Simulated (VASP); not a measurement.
Runs of VASP 6.6.1 on AlN. The structure is that of space group P6_3mc (No. 186), or close to it. The cells are those of the table. 

| cell | smearing | gap on the mesh (eV) | pressure (GPa) |
| --- | --- | --- | --- |
| a = 3.089, b = 3.089, c = 4.943 Å, angles 90.0, 90.0, 120.0°, 4 atoms | gaussian 0.01 eV | 4.42 | 0.6 |
| a = 3.089, b = 3.089, c = 4.919 Å, angles 90.0, 90.0, 120.0°, 4 atoms | gaussian 0.01 eV | 4.44 | (a) |
| a = 3.104, b = 3.104, c = 4.968 Å, angles 90.0, 90.0, 120.0°, 4 atoms | gaussian 0.01 eV | 4.29 | (b) |
| a = 3.089, b = 3.089, c = 4.943 Å, angles 90.0, 90.0, 120.0°, 4 atoms | tetrahedron | 4.42 | 0.6 |
| a = 3.089, b = 3.089, c = 4.968 Å, angles 90.0, 90.0, 120.0°, 4 atoms | gaussian 0.01 eV | 4.41 | -0.4 |

Alike in all rows: task single point; level LDA; potentials or basis VASP PAW LDA potentials, release 64 (Al, N); no spin polarisation; k mesh 8 × 8 × 6; cutoff (eV) 520.

**Question.** Fill in the values left out.

**Answer.** (a) 1.6; (b) -2.5.

A k mesh can miss the band edges.
